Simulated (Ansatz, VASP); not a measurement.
# One calculation of HfB2, two programs

```
Hf B
1.0
     3.14000    0.00000    0.00000
    -1.57000    2.71932    0.00000
     0.00000    0.00000    3.48000
Hf B
1 2
Cartesian
  0.0000 0.0000 0.0000
  0.0000 1.8129 1.7400
  1.5700 0.9064 1.7400
```

Alike in both runs: task single point; functional PBE; k mesh 10 × 10 × 8; no spin polarisation.

```csv
,VASP,Ansatz
version,VASP 6.6.1,Ansatz 0.2.0
potentials or method,"VASP PAW PBE potentials, release 64 (Hf_pv, B), cutoff 520 eV","plane waves, PAW"
occupations,"methfessel-paxton of order 1, width 0.1 eV","cold, width 0.1 eV"
valence electrons in the cell,16,32
```

VASP gave:

- pressure (GPa): 1.0
- traceless stress, the component that is largest in VASP (GPa): 0.56

Question: What did Ansatz give for the same quantities?

Answer: Pressure (GPa): 1.4; traceless stress, the component that is largest in VASP (GPa): 0.43.

VASP's potentials hold 16 valence electrons a cell and Ansatz's 32, so a difference there can come from the potentials and not from the codes.

Spin-orbit coupling is off throughout.
